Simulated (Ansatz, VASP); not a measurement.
## Two plane-wave programs on Zn

INCAR

```
SYSTEM = Zn
  PREC = Accurate
  ENCUT = 520
  EDIFF = 1E-6
  ISMEAR = -1
  SIGMA = 0.08
  LREAL = .FALSE.
  LASPH = .TRUE.
  NELM = 80
  ALGO = Normal
  ISIF = 2
  LWAVE = .FALSE.
  LCHARG = .TRUE.
  LDIPOL = .TRUE.
  IDIPOL = 3
  DIPOL = 0.5 0.5 0.500
  GGA = PE
  LELF = .TRUE.
  LVHAR = .TRUE.
  LVACPOTAV = .TRUE.
  NBANDS = 45
```

The input KPOINTS:

```
regular mesh
0
G
  16 16 1
  0 0 0
```

File POSCAR:

```
Zn
1.0
    2.6356265364      0.0000000000      0.0000000000
   -1.3178132682      2.2825195354      0.0000000000
    0.0000000000      0.0000000000     28.7313000000
Zn
6
Direct
    0.8333333330      0.1666666670      0.2784412306
    0.1666666670      0.8333333330      0.3670647384
    0.8333333330      0.1666666670      0.4556882461
    0.1666666670      0.8333333330      0.5443117539
    0.8333333330      0.1666666670      0.6329352616
    0.1666666670      0.8333333330      0.7215587694
```

Input for Ansatz:

```yaml
crystal:
  lattice:
    - [2.6356265364, 0.0, 0.0]
    - [-1.3178132682, 2.2825195354, 0.0]
    - [0.0, 0.0, 28.7313]
  atoms:
    - { symbol: Zn, position: [0.833333333, 0.166666667, 0.2784412306] }
    - { symbol: Zn, position: [0.166666667, 0.833333333, 0.3670647384] }
    - { symbol: Zn, position: [0.833333333, 0.166666667, 0.4556882461] }
    - { symbol: Zn, position: [0.166666667, 0.833333333, 0.5443117539] }
    - { symbol: Zn, position: [0.833333333, 0.166666667, 0.6329352616] }
    - { symbol: Zn, position: [0.166666667, 0.833333333, 0.7215587694] }
kpoints:
  mp_grid: { grid: [16, 16, 1] }
scf:
  occupations: { method: fermi_dirac, width: 0.08 }
hamiltonian:
  xc: pbe
  pseudopotentials: { kind: paw }
output:
  forces: true
  stress: true
  eigenvalues: true
  populations: true
efield:
  axis: 3
  amplitude: 0
  dipole_correction: true
```

Alike in both runs: task single point; functional PBE; k mesh 16 × 16 × 1; occupations fermi-dirac, width 0.08 eV; no spin polarisation.

```csv
,VASP,Ansatz
version,VASP 6.6.1,Ansatz 0.2.0
potentials or method,"VASP PAW PBE potentials, release 64 (Zn)","PAW with Ansatz's default frozen-core files, scalar-relativistic"
plane-wave cutoff (eV),520,420
valence electrons in the cell,72,72
```

```csv
,VASP,Ansatz,Ansatz less VASP
rms of the force components (eV/Å),0.031,0.032,+0.0005
```

Atom by atom the forces differ by 0.003 eV/Å (rms over components).
